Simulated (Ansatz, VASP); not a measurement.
**One calculation of Ti, two programs**

```xyz
1
Lattice="0.0000 2.1315 1.9285 2.1315 0.0000 1.9285 2.1315 2.1315 0.0000" Properties=species:S:1:pos:R:3 pbc="T T T"
Ti    0.0000    0.0000    0.0000
```

Change from the starting cell: strain +0.050 along x and y, -0.050 along z, atoms carried along.

Alike in both runs: task single point; functional PBEsol; k mesh 20 × 20 × 20; occupations gaussian, width 0.15 eV; no spin polarisation.

```csv
,VASP,Ansatz
version,VASP 6.6.1,Ansatz 0.2.0
potentials or method,"VASP PAW PBE potentials, release 64 (Ti_sv), cutoff 520 eV","scalar-relativistic, plane waves, PAW"
valence electrons in the cell,12,12
```

```csv
,VASP,Ansatz,Ansatz less VASP
gap on the k mesh at the Fermi level (eV),none,none,-
pressure (GPa),-5.4,-5.2,+0.21
"traceless stress, the component that is largest in VASP (GPa)",1.88,1.87,-0.004
```

VASP's potentials were made for PBE, not for PBEsol. A gap of «none» marks a metal or a gap that the smearing closes. The functional is the same, so the differences come from potentials, cutoffs and numerics.
